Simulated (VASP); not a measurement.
The system is Ru.

```
Ru
1.0
     2.70133    0.00000    0.00000
    -1.35067    2.33942    0.00000
     0.00000    0.00000    4.36527
Ru
2
Direct
  0.33333 0.66667 0.25000
  0.66667 0.33333 0.75000
```

* Program: VASP 6.6.1
* Task: relaxation of cell and atoms
* Functional: PBE
* Potentials or basis: VASP PAW PBE potentials, release 64 (Ru_pv)
* Cutoff: 600 eV
* k mesh: 18 × 18 × 10
* Occupations: gaussian, width 0.1 eV
* Spin: no spin polarisation

At the start: pressure -0.9 GPa; volume 13.79 Å³/atom.

Question: How do energy, volume and symmetry change on relaxing?

Answer: Over 6 steps the energy falls by 6.4 meV/atom and the volume is 13.76 Å³/atom (-0.2 %); space group P6_3/mmc (No. 194, to 0.1 Å) before and after.

The path:
```tsv
step	energy change (eV)	largest force (eV/Å)	pressure (GPa)	volume (Å³)
1	0.0000	0.0000	-0.88	27.59
2	-0.0015	0.0000	3.27	27.27
3	-0.0125	0.0000	1.00	27.43
4	-0.0125	0.0000	1.06	27.42
5	-0.0111	0.0000	-2.66	27.73
6	-0.0129	0.0000	-0.02	27.52
```

Final structure:
```xyz
2
Lattice="2.7200 0.0000 0.0000 -1.3600 2.3556 0.0000 0.0000 0.0000 4.2959" Properties=species:S:1:pos:R:3 pbc="T T T"
Ru    0.0000    1.5704    1.0740
Ru    1.3600    0.7852    3.2219
```
